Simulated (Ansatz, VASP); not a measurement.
## SnSe2: VASP beside Ansatz

The input INCAR:

```
PREC = Accurate
ENCUT = 500
EDIFF = 1E-6
ISMEAR = 0
SIGMA = 0.03
LREAL = False
LASPH = True
NELM = 120
ALGO = Normal
ISIF = 2
LWAVE = False
LCHARG = True
GGA = PE
IVDW = 12
LELF = True
LVHAR = True
NBANDS = 20
GGA_COMPAT = False
```

File KPOINTS:

```
regular mesh
0
Gamma
  12 12 6
```

The input POSCAR:

```
SnSe2
1.0
    3.7920000000      0.0000000000      0.0000000000
   -1.8960000000      3.2839683311      0.0000000000
    0.0000000000      0.0000000000      6.9835000000
Sn Se
1 2
Direct
    0.0000000000      0.0000000000      0.0000000000
    0.3333333333      0.6666666667      0.2651331237
    0.6666666667      0.3333333333      0.7348668763
```

Input for Ansatz:

```yaml
crystal:
  lattice:
    - [3.792, 0.0, 0.0]
    - [-1.896, 3.2839683311, 0.0]
    - [0.0, 0.0, 6.9835]
  atoms:
    - { symbol: Sn, position: [0.0, 0.0, 0.0] }
    - { symbol: Se, position: [0.3333333333, 0.6666666667, 0.2651331237] }
    - { symbol: Se, position: [0.6666666667, 0.3333333333, 0.7348668763] }
basis:
  ecutwfc: 420
kpoints:
  mp_grid: { grid: [12, 12, 6] }
hamiltonian:
  xc: pbe
  dispersion: d3bj
scf:
  occupations: { method: gaussian, width: 0.03 }
output:
  forces: true
  stress: true
  eigenvalues: true
```

Alike in both runs: task single point; functional PBE; dispersion D3(BJ); k mesh 12 × 12 × 6; occupations gaussian, width 0.03 eV; no spin polarisation.

|  | VASP | Ansatz |
| --- | --- | --- |
| version | VASP 6.6.1 | Ansatz 0.2.0 |
| potentials or method | VASP PAW PBE potentials, release 64 (Sn_d, Se), cutoff 500 eV | scalar-relativistic, plane waves, PAW |
| valence electrons in the cell | 26 | 46 |

|  | VASP | Ansatz | Ansatz less VASP |
| --- | --- | --- | --- |
| gap on the k mesh at the Fermi level (eV) | none | none | - |
| pressure (GPa) | -5.9 | -5.9 | -0.02 |
| traceless stress, the component that is largest in VASP (GPa) | -7.11 | -7.13 | -0.020 |
| rms of the force components (eV/Å) | 0.768 | 0.771 | +0.0039 |

Atom by atom the forces differ by 0.004 eV/Å (rms over components). A gap of «none» marks a metal or a gap that the smearing closes. VASP's potentials hold 26 valence electrons a cell and Ansatz's 46, so a difference there can come from the potentials and not from the codes.
